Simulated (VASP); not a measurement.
LuIO:

```
Lu I O
1.0
     3.85850    0.00000    0.00000
     0.00000    3.85850    0.00000
     0.00000    0.00000    9.18900
Lu I O
2 2 2
Direct
  0.00000 0.50000 0.38386
  0.50000 0.00000 0.61614
  0.50000 0.00000 0.17918
  0.00000 0.50000 0.82082
  0.00000 0.00000 0.50000
  0.50000 0.50000 0.50000
```

```yaml
Program: VASP 6.6.1
Task: relaxation of cell and atoms
Functional: LDA
Potentials_or_basis: VASP PAW PBE potentials, release 64 (Lu, I, O)
Cutoff: 600 eV
k_mesh: 6 × 6 × 4
Occupations: gaussian, width 0.02 eV
Spin: no spin polarisation
```

At the start: pressure -4.0 GPa; volume 22.80 Å³/atom.

**Question.** Where does the relaxation end?

**Answer.** Over 67 steps the energy falls by 14.3 meV/atom and the volume is 21.42 Å³/atom (-6.1 %); space group P4/nmm (No. 129, to 0.1 Å) before and after.

Step by step:
```tsv
step	energy change (eV)	largest force (eV/Å)	pressure (GPa)	volume (Å³)
1	0.0000	0.3811	-3.99	136.81
3	-0.0762	0.2928	-0.17	131.35
5	-0.0819	0.1238	-0.04	130.59
7	-0.0827	0.0570	0.08	130.19
9	-0.0827	0.0520	0.03	130.23
11	-0.0831	0.0489	-0.06	130.22
13	-0.0839	0.0335	-0.31	130.16
15	-0.0845	0.0249	-0.21	129.86
17	-0.0851	0.0587	-0.01	129.36
19	-0.0856	0.0509	-0.02	129.01
21	-0.0856	0.0463	-0.13	128.72
23	-0.0857	0.0369	0.01	128.45
25	-0.0857	0.0378	-0.05	128.47
27	-0.0858	0.0201	-0.03	128.47
29	-0.0859	0.0079	-0.01	128.49
31	-0.0859	0.0078	-0.01	128.48
33	-0.0859	0.0025	0.02	128.40
35	-0.0859	0.0057	-0.06	128.45
37	-0.0859	0.0035	-0.01	128.46
39	-0.0859	0.0025	0.02	128.47
41	-0.0859	0.0039	0.01	128.48
43	-0.0859	0.0099	0.09	128.54
45	-0.0859	0.0129	-0.20	128.57
47	-0.0859	0.0102	-0.05	128.55
49	-0.0859	0.0074	-0.02	128.51
51	-0.0859	0.0103	0.05	128.44
53	-0.0859	0.0070	0.00	128.46
55	-0.0859	0.0036	0.04	128.49
57	-0.0859	0.0057	-0.10	128.55
59	-0.0859	0.0044	-0.05	128.50
61	-0.0859	0.0035	-0.06	128.50
63	-0.0859	0.0039	0.01	128.50
65	-0.0859	0.0025	-0.01	128.50
67	-0.0859	0.0015	-0.01	128.50
```

Final structure:
```cif
data_structure
_symmetry_space_group_name_H-M 'P 1'
_symmetry_Int_Tables_number 1
_cell_length_a 3.7915
_cell_length_b 3.7915
_cell_length_c 8.9392
_cell_angle_alpha 90.000
_cell_angle_beta 90.000
_cell_angle_gamma 90.000
_cell_volume 128.50
loop_
_atom_site_label
_atom_site_type_symbol
_atom_site_fract_x
_atom_site_fract_y
_atom_site_fract_z
_atom_site_occupancy
Lu1 Lu 0.00000 0.50000 0.38093 1
Lu2 Lu 0.50000 0.00000 0.61907 1
I1 I 0.50000 0.00000 0.17525 1
I2 I 0.00000 0.50000 0.82475 1
O1 O 0.00000 0.00000 0.50000 1
O2 O 0.50000 0.50000 0.50000 1
```

Caveat: the PAW data sets were made with another functional, which shifts forces and pressure a little.
